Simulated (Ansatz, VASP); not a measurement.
# AlC18: VASP beside Ansatz

```
CELL_PARAMETERS angstrom
7.39800 0.00000 0.00000
-3.69900 6.40686 0.00000
0.00000 0.00000 11.00000
ATOMIC_POSITIONS crystal
C 0.99981 0.00079 0.08832
C 0.22148 0.11081 0.08821
C 0.99981 0.33248 0.08833
C 0.22148 0.44412 0.08821
C 0.00056 0.66701 0.08809
C 0.22258 0.77802 0.08834
C 0.33260 0.99968 0.08821
C 0.55426 0.10969 0.08830
C 0.33148 0.33247 0.08828
C 0.55351 0.44348 0.08799
C 0.33260 0.66637 0.08821
C 0.55426 0.77802 0.08829
C 0.66592 0.99969 0.08821
C 0.88817 0.11081 0.08821
C 0.66529 0.33172 0.08802
C 0.88881 0.44349 0.08807
C 0.66529 0.66702 0.08801
C 0.88881 0.77877 0.08806
Al 0.77562 0.55465 0.27811
```

Alike in both runs: functional PBE; k mesh 2 × 2 × 1; occupations gaussian, width 0.05 eV; collinear spin.

Ansatz relaxed the structure, and its values are those at the end. VASP's run is a single point on that final structure, the one shown.

```csv
,VASP,Ansatz
version,VASP 6.6.1,Ansatz 0.2.0
potentials or method,"VASP PAW PBE potentials, release 64 (C, Al), cutoff 520 eV","scalar-relativistic, plane waves, PAW"
valence electrons in the cell,75,75
```

VASP gave:

| Item | Value |
| --- | --- |
| rms of the force components (eV/Å) | 0.005 |
| net moment per atom (μB) | 0.00 |

Q: Which values does Ansatz return?

A: rms of the force components (eV/Å): 0.003; net moment per atom (μB): 0.00.

Ansatz's warnings: filled band counts differ across k points, seeded moment not kept.

The k mesh is coarse, so the values compare programs but aren't converged.
